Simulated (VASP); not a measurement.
# ZnO (zincite) (P6_3mc) in VASP: a series of runs

The runs below take ZnO (zincite) through single point, relaxation of shape and atoms at fixed volume, with r2SCAN.

Program: VASP 6.6.1. These are calculated values, not measurements. Logs are shortened: lines on timing, memory, paths and dates and some standing lists are left out, and cuts for length are marked.

**What was measured.**

From “Electronic structure of alkaline earth and post-transition metal oxides”, 2009, arxiv:0908.1581, for a bulk crystal of ZnO: band gap 3.37 eV.

The results are compared with them further down.

## Step 1: The cell of the first run

The structure is hexagonal, space group P6_3mc (No. 186). Conventional cell: a = 3.235 Å, b = 3.235 Å, c = 5.211 Å, α = 90.00°, β = 90.00°, γ = 120.00°. Within 2.6 Å of Zn (site symmetry 3m) lie 4 O at 1.97 to 1.98 Å. O (site symmetry 3m) has 4 Zn at 1.97 to 1.98 Å within 2.6 Å.

## Step 2: Single point, r2SCAN

Contents of POSCAR:

```
ZnO
1.0
    3.2352047606      0.0000000000      0.0000000000
   -1.6176023803      2.8017695091      0.0000000000
    0.0000000000      0.0000000000      5.2113589508
Zn O
2 2
Direct
    0.3333333333      0.6666666667      0.4996911392
    0.6666666667      0.3333333333     -0.0003088608
    0.6666666667      0.3333333333      0.3793188608
    0.3333333333      0.6666666667      0.8793188608
```

Contents of INCAR.step1:

```
ALGO     = Normal         # electronic algorithm
EDIFF    = 1E-4           # SCF threshold, eV
ENCUT    = 520            # plane-wave cutoff, eV
GGA      = PE             # functional
ISMEAR   = 0              # smearing method
LASPH    = True           # aspherical terms in the spheres
LCHARG   = False          # write CHGCAR
LREAL    = False          # projectors in reciprocal space
LWAVE    = True           # write WAVECAR
NBANDS   = 26             # bands
NELM     = 100            # most SCF steps
PREC     = Accurate       # precision mode
SIGMA    = 0.02           # smearing width, eV
```

Contents of INCAR.step2:

```
ALGO     = Normal         # electronic algorithm
EDIFF    = 1E-6           # SCF threshold, eV
ENCUT    = 520            # plane-wave cutoff, eV
ISIF     = 2              # what is computed and relaxed
ISMEAR   = 0              # smearing method
ISTART   = 1            
LASPH    = True           # aspherical terms in the spheres
LCHARG   = True           # write CHGCAR
LELF     = True           # ELF
LMIXTAU  = True         
LREAL    = False          # projectors in reciprocal space
LVHAR    = True         
LWAVE    = False          # write WAVECAR
METAGGA  = R2SCAN         # meta-GGA
NBANDS   = 26             # bands
NELM     = 100            # most SCF steps
PREC     = Accurate       # precision mode
SIGMA    = 0.02           # smearing width, eV
```

Contents of KPOINTS:

```
k-points
0
Gamma
  9 9 6
```

Potentials or basis: VASP PAW PBE potentials, release 64 (Zn, O).

Launch:

```console
$ cat potpaw_PBE.64/Zn/POTCAR potpaw_PBE.64/O/POTCAR > POTCAR
$ cp INCAR.step1 INCAR
$ mpirun -np 1 vasp_std > vasp.out
$ cp INCAR.step2 INCAR
$ mpirun -np 1 vasp_std > vasp.out
```

OUTCAR:

```text
EDIFF = 1E-6
   ENCUT = 520
   ISIF = 2
   ISMEAR = 0
   ISTART = 1
   LASPH = True
   LREAL = False
   METAGGA = R2SCAN
   NELM = 100
   PREC = Accurate

 ion  position               nearest neighbor table
   1  0.333  0.667  0.500-   3 1.97   3 1.97   3 1.97   4 1.98
   2  0.667  0.333  1.000-   4 1.97   4 1.97   4 1.97   3 1.98
   3  0.667  0.333  0.379-   1 1.97   1 1.97   1 1.97   2 1.98
   4  0.333  0.667  0.879-   2 1.97   2 1.97   2 1.97   1 1.98

  LATTYP: Found a hexagonal cell.
 ALAT       =     3.2352047606
 C/A-ratio  =     1.6108281659

  Lattice vectors:

 A1 = (   3.2352047606,   0.0000000000,   0.0000000000)
 A2 = (  -1.6176023803,   2.8017695091,   0.0000000000)
 A3 = (   0.0000000000,   0.0000000000,   5.2113589508)

Analysis of symmetry for initial positions (statically):
=====================================================================
 Subroutine PRICEL returns:
 Original cell was already a primitive cell.

 Routine SETGRP: Setting up the symmetry group for a
 hexagonal supercell.

 Subroutine GETGRP returns: Found 12 space group operations
 (whereof  6 operations were pure point group operations)
 out of a pool of 24 trial point group operations.

The static configuration has the point symmetry C_3v.
 The point group associated with its full space group is C_6v.

Analysis of symmetry for dynamics (positions and initial velocities):
=====================================================================
 Subroutine PRICEL returns:
 Original cell was already a primitive cell.

 Routine SETGRP: Setting up the symmetry group for a
 hexagonal supercell.

 Subroutine GETGRP returns: Found 12 space group operations
 (whereof  6 operations were pure point group operations)
 out of a pool of 24 trial point group operations.

The dynamic configuration has the point symmetry C_3v.
 The point group associated with its full space group is C_6v.

 Subroutine INISYM returns: Found 12 space group operations
 (whereof  6 operations are pure point group operations),
 and found     1 'primitive' translations

----------------------------------------------------------------------------------------

                                     Primitive cell
[... 84 lines left out ...]
   NGXF,Y,Z  is equivalent  to a cutoff of  24.67, 24.67, 25.52 a.u.
 SYSTEM =  unknown system
   PREC   = accura    normal or accurate (medium, high low for compatibility)
   ISTART =      1    job   : 0-new  1-cont  2-samecut
   ICHARG =      0    charge: 1-file 2-atom 10-const
   ISPIN  =      1    spin polarized calculation?
   LNONCOLLINEAR =      F non collinear calculations
   LSORBIT =      F    spin-orbit coupling
   LASPH  =      T    aspherical Exc in radial PAW
   ENCUT  =  520.0 eV  38.22 Ry    6.18 a.u.   6.02  6.02  9.69*2*pi/ulx,y,z
   NELM   =    100;   NELMIN=  2; NELMDL=  0     # of ELM steps
   EDIFF  = 0.1E-05   stopping-criterion for ELM
   LREAL  =      F    real-space projection
   EDIFFG = 0.1E-04   stopping-criterion for IOM
   NSW    =      0    number of steps for IOM
   IBRION =     -1    ionic relax: 0-MD 1-quasi-New 2-CG
   NFREE  =      0    steps in history (QN), initial steepest desc. (CG)
   ISIF   =      2    stress and relaxation
   ISYM   =      2    0-nonsym 1-usesym 2-fastsym
   POTIM  = 0.5000    time-step for ionic-motion
   TEBEG  =    0.0;   TEEND  =   0.0 temperature during run
   PSTRESS=    0.0 pullay stress
   NELECT =      36.0000    total number of electrons
   NUPDOWN=      -1.0000    fix difference up-down
   EMIN   =  10.00;   EMAX   =-10.00  energy-range for DOS
   EFERMI =   0.00;   METHOD = LEGACY
   ISMEAR =     0;   SIGMA  =   0.02  broadening in eV -4-tet -1-fermi 0-gaus
   EFERMI_NEDOS =   21; number of points for ismear=-14 and -15
   IALGO  =     38    algorithm
   IMIX   =      4    mixing-type and parameters
     AMIX     =   0.40;   BMIX     =  1.00
     AMIX_MAG =   1.60;   BMIX_MAG =  1.00
  volume/ion in A,a.u.               =      11.81        79.69
  Fermi-wavevector in a.u.,A,eV,Ry     =   1.495365  2.825831 30.424221  2.236117
  Thomas-Fermi vector in A             =   2.607519
   LORBIT       =      0    0 simple, 1 ext, 2 COOP (PROOUT), +10 PAW based schemes
   METAGGA = R2SCAN    functional components
   LHFCALC =     F    Hartree Fock is set to
   AEXX    =    0.0000 exact exchange contribution
   IVDW    =     0    specifies the selected vdW correction
   LEPSILON=     F    determine dielectric tensor
   LRPA    =     F    only Hartree local field effects (RPA)
 non-spin polarized calculation
 Gauss-broadening in eV      SIGMA  =   0.02
  energy-cutoff  :      520.00
  volume of cell :       47.24
 maximum number of plane-waves:      1290
   NGX = 13   NGY = 13   NGZ = 19

 number of electron      36.0000015 magnetization

 Free energy of the ion-electron system (eV)
  ---------------------------------------------------
  ext. energy  EPLUGINS =         0.00000000
  ---------------------------------------------------
  free energy    TOTEN  =       -36.31736892 eV

  energy without entropy =      -36.31736892  energy(sigma->0) =      -36.31736892

 E-fermi :   1.0445     XC(G=0): -11.7064

 val. band max:        0.9188469633   @ k =   0.0000   0.0000   0.0000
 cond. band min:       2.1535004776   @ k =   0.0000   0.0000   0.0000
 fundamental gap:      1.2346535144
 Fermi energy:         1.0444836007

 k-point     1 :       0.0000    0.0000    0.0000
  band No.  band energies     occupation
      1     -18.2268      2.00000
      2     -17.5307      2.00000
      3      -4.9395      2.00000
      4      -4.9395      2.00000
      5      -4.8830      2.00000
      6      -4.8362      2.00000
[... 685 lines left out ...]
     25      15.0122      0.00000
     26      16.2759      0.00000

 [... further k-points ...]
[... 5 lines left out ...]
  --------------------------------------------------------------------------------------
  -------------------------------------------------------------------------------------
  Total        0.2906009      0.2906009      0.3258491      0.0000000      0.0000000      0.0000000
  in kB        9.8564908      9.8564908     11.0520285      0.0000000      0.0000000      0.0000000
  external PRESSURE =      10.2550033 kB  Pullay stress =       0.0000000 kB

 VOLUME and BASIS-vectors are now :
 -----------------------------------------------------------------------------
  energy-cutoff  :      520.00
  volume of cell :       47.24
      direct lattice vectors                 reciprocal lattice vectors
     3.235204761  0.000000000  0.000000000     0.309099446  0.178458648  0.000000000
    -1.617602380  2.801769509  0.000000000     0.000000000  0.356917297  0.000000000
     0.000000000  0.000000000  5.211358951     0.000000000  0.000000000  0.191888528

 POSITION                                       TOTAL-FORCE (eV/Angst)
 -----------------------------------------------------------------------------------
     -0.00000      1.86785      2.60407         0.000000     -0.000000     -0.009889
      1.61760      0.93392      5.20975        -0.000000      0.000000     -0.009889
      1.61760      0.93392      1.97677        -0.000000      0.000000      0.009889
     -0.00000      1.86785      4.58245         0.000000     -0.000000      0.009889
 -----------------------------------------------------------------------------------
    total drift:                                0.000001      0.000001     -0.074681

  FREE ENERGIE OF THE ION-ELECTRON SYSTEM (eV)
  ---------------------------------------------------
  free  energy   TOTEN  =       -36.3173689181 eV

  energy  without entropy=      -36.3173689181  energy(sigma->0) =      -36.31736892
```

OUTCAR.step1:

```text
EDIFF = 1E-4
   ENCUT = 520
   GGA = PE
   ISMEAR = 0
[... 927 lines left out ...]
     -0.00000      1.86785      2.60407         0.000000      0.000000      0.003064
      1.61760      0.93392      5.20975         0.000000      0.000000      0.003064
      1.61760      0.93392      1.97677        -0.000000     -0.000000     -0.003064
     -0.00000      1.86785      4.58245        -0.000000      0.000000     -0.003064
 -----------------------------------------------------------------------------------
    total drift:                                0.000000      0.000001     -0.001142

  FREE ENERGIE OF THE ION-ELECTRON SYSTEM (eV)
  ---------------------------------------------------
  free  energy   TOTEN  =       -17.8083225609 eV

  energy  without entropy=      -17.8083225609  energy(sigma->0) =      -17.80832256
```

Wall time 68 s (1 thread of Intel Xeon 6975P-C (Granite Rapids), shared host); peak memory 0.19 GiB.

Results:

```yaml
Free_energy: -36.3174 eV
Pressure: 1.0 GPa
Largest_force: 0.010 eV/Å
Band_gap_on_the_k_mesh: 1.23 eV, direct
```

Forces in eV/Å, atoms in the order of the input:
```
Zn   0.000  0.000 -0.010
Zn   0.000  0.000 -0.010
O    0.000  0.000  0.010
O    0.000  0.000  0.010
```

Stress tensor (GPa, compression positive):
```
0.99 0.00 0.00
0.00 0.99 0.00
0.00 0.00 1.11
```

Caveat: the PAW data sets were made with another functional, which shifts forces and pressure a little.

## Step 3: Single point, r2SCAN (volume scaled by 1.06, then relaxed in part)

Contents of POSCAR:

```
ZnO
1.0
    3.2986562571      0.0000000000      0.0000000000
   -1.6493281285      2.8567201170      0.0000000000
    0.0000000000      0.0000000000      5.3135684085
Zn O
2 2
Direct
    0.3333333333      0.6666666667      0.4996911392
    0.6666666667      0.3333333333     -0.0003088608
    0.6666666667      0.3333333333      0.3793188608
    0.3333333333      0.6666666667      0.8793188608
```

Contents of INCAR.step1:

```
SYSTEM = ZnO
  PREC = Accurate
  ENCUT = 520
  ISMEAR = 0
  SIGMA = 0.02
  LREAL = .False.
  LASPH = .True.
  NELM = 60
  NBANDS = 26
  GGA = PE
  ALGO = Normal
  EDIFF = 1E-4
  LWAVE = .True.
  LCHARG = .False.
```

Contents of INCAR.step2:

```
SYSTEM = ZnO
  PREC = Accurate
  ENCUT = 520
  EDIFF = 1E-6
  ISMEAR = 0
  SIGMA = 0.02
  LREAL = .False.
  LASPH = .True.
  NELM = 60
  ALGO = Normal
  ISIF = 2
  LWAVE = .False.
  LCHARG = .False.
  METAGGA = R2SCAN
  LMIXTAU = .True.
  NBANDS = 26
  ISTART = 1
```

Contents of KPOINTS:

```
Automatic mesh
0
Gamma
  9 9 6
  0 0 0
```

Potentials or basis: VASP PAW PBE potentials, release 64 (Zn, O).

Launch:

```console
$ cat potpaw_PBE.64/Zn/POTCAR potpaw_PBE.64/O/POTCAR > POTCAR
$ cp INCAR.step1 INCAR
$ mpirun -np 1 vasp_std > vasp.out
$ cp INCAR.step2 INCAR
$ mpirun -np 1 vasp_std > vasp.out
```

Wall time 1.9 min (1 thread of Intel Xeon 6975P-C (Granite Rapids), shared host); peak memory 0.2 GiB.

The run converged. Its results:

```
Free energy            : -36.2619 eV
Pressure               : -6.9 GPa
Largest force          : 0.011 eV/Å
Band gap on the k mesh : 1.14 eV, direct
```

Forces on the atoms (eV/Å):
```
Zn   0.000  0.000 -0.011
Zn   0.000  0.000 -0.011
O    0.000  0.000  0.011
O    0.000  0.000  0.011
```

Stress tensor (GPa, compression positive):
```
-6.85  0.00  0.00
 0.00 -6.85  0.00
 0.00  0.00 -6.93
```

Levels at points of the mesh, in eV from the valence-band top:
| k point | band 15 | band 16 | band 17 | band 18 | band 19 | band 20 | band 21 | band 22 |
| --- | --- | --- | --- | --- | --- | --- | --- | --- |
| (0.00, 0.00, 0.00) | -0.75 | -0.08 | 0.00 | 0.00 | 1.14 | 5.65 | 8.62 | 13.42 |
| (0.00, 0.00, 0.50) | -0.37 | -0.37 | -0.37 | -0.37 | 3.79 | 3.79 | 10.57 | 10.57 |

Caveat: the PAW data sets were made with another functional, which shifts forces and pressure a little.

## Step 4: Relaxation of shape and atoms at fixed volume, r2SCAN (volume scaled by 0.94)

Contents of POSCAR:

```
ZnO
1.0
    3.1691616423      0.0000000000      0.0000000000
   -1.5845808212      2.7445744910      0.0000000000
    0.0000000000      0.0000000000      5.1049748357
Zn O
2 2
Direct
    0.3333333333      0.6666666667      0.4996911392
    0.6666666667      0.3333333333     -0.0003088608
    0.6666666667      0.3333333333      0.3793188608
    0.3333333333      0.6666666667      0.8793188608
```

Contents of INCAR.step1:

```
SYSTEM = ZnO
ALGO = Normal
EDIFF = 1E-4
ENCUT = 600
GGA = PE
ISMEAR = 0
LASPH = .TRUE.
LCHARG = .FALSE.
LREAL = .FALSE.
LWAVE = .TRUE.
NELM = 60
PREC = Accurate
SIGMA = 0.02
```

Contents of INCAR.step2:

```
SYSTEM = ZnO
ALGO = Normal
EDIFF = 1E-6
EDIFFG = -0.01
ENCUT = 600
IBRION = 2
ISIF = 4
ISMEAR = 0
ISTART = 1
LASPH = .TRUE.
LCHARG = .FALSE.
LMIXTAU = .TRUE.
LREAL = .FALSE.
LWAVE = .FALSE.
METAGGA = R2SCAN
NELM = 60
NSW = 50
PREC = Accurate
SIGMA = 0.02
```

Contents of KPOINTS:

```
k-points
0
G
  9 9 6
  0 0 0
```

Launch:

```console
$ cat potpaw_PBE.64/Zn/POTCAR potpaw_PBE.64/O/POTCAR > POTCAR
$ cp INCAR.step1 INCAR
$ mpirun -np 1 vasp_std > vasp.out
$ cp INCAR.step2 INCAR
$ mpirun -np 1 vasp_std > vasp.out
```

Run time: 2.1 min. Hardware: 1 thread of Intel Xeon 6975P-C (Granite Rapids), shared host; peak memory 0.21 GiB.

Results (log left out):

| Quantity | Value |
| --- | --- |
| Free energy | -36.2146 eV |
| Pressure after relaxing | 11.7 GPa |
| Largest force after relaxing | 0.004 eV/Å |
| Band gap on the k mesh | 1.33 eV, direct |

Forces on the atoms (eV/Å):
```
Zn   0.000  0.000  0.004
Zn   0.000  0.000  0.004
O    0.000  0.000 -0.004
O    0.000  0.000 -0.004
```

Stress tensor (GPa, compression positive):
```
11.74  0.00  0.00
 0.00 11.74  0.00
 0.00  0.00 11.60
```

Final structure:
```cif
data_structure
_symmetry_space_group_name_H-M 'P 1'
_symmetry_Int_Tables_number 1
_cell_length_a 3.1692
_cell_length_b 3.1692
_cell_length_c 5.1050
_cell_angle_alpha 90.000
_cell_angle_beta 90.000
_cell_angle_gamma 120.000
_cell_volume 44.40
loop_
_atom_site_label
_atom_site_type_symbol
_atom_site_fract_x
_atom_site_fract_y
_atom_site_fract_z
_atom_site_occupancy
Zn1 Zn 0.33333 0.66667 0.49969 1
Zn2 Zn 0.66667 0.33333 0.99969 1
O1 O 0.66667 0.33333 0.37932 1
O2 O 0.33333 0.66667 0.87932 1
```

Levels at points of the mesh, in eV from the valence-band top:
```
           k point  band 15  band 16  band 17  band 18  band 19  band 20  band 21  band 22
(0.00, 0.00, 0.00)    -0.89    -0.12     0.00     0.00     1.33     6.11     9.05    14.05
(0.00, 0.00, 0.50)    -0.44    -0.44    -0.44    -0.44     4.09     4.09    11.09    11.09
```

Caveat: the relaxation stopped at its first step, so nothing moved; the PAW data sets were made with another functional, which shifts forces and pressure a little.

## Step 5: The runs side by side

```csv
task,cell,cutoff (eV),gap on the mesh (eV),pressure (GPa),largest force (eV/Å)
single point,"a = 3.235, b = 3.235, c = 5.211 Å, angles 90.0, 90.0, 120.0°, 4 atoms",520,1.23,1.0,0.01
single point,"a = 3.299, b = 3.299, c = 5.314 Å, angles 90.0, 90.0, 120.0°, 4 atoms",520,1.14,-6.9,0.01
relaxation of shape and atoms at fixed volume,"relaxed from a = 3.169, b = 3.169, c = 5.105 Å, angles 90.0, 90.0, 120.0°, 4 atoms",600,1.33,11.7,-
```

Alike in all rows: level r2SCAN; potentials or basis VASP PAW PBE potentials, release 64 (Zn, O); no spin polarisation; k mesh 9 × 9 × 6; smearing gaussian 0.02 eV.

Caveats: the PAW data sets were made with another functional, which shifts forces and pressure a little; the relaxation stopped at its first step, so nothing moved (some runs).

Total energies depend on the potentials used, so only differences within one code and one set of settings carry meaning.

## Step 6: How close it comes

Step 2. Measured gap of ZnO: 3.37 eV (quoted in “Electronic structure of alkaline earth and post-transition metal oxides”, 2009, arxiv:0908.1581). This calculation gives 1.23 eV (-2.14 eV). So large a miss can be the level of theory's own, or it may mean another phase, state or a wrong row. The value is that of r2SCAN, without temperature or zero-point motion.
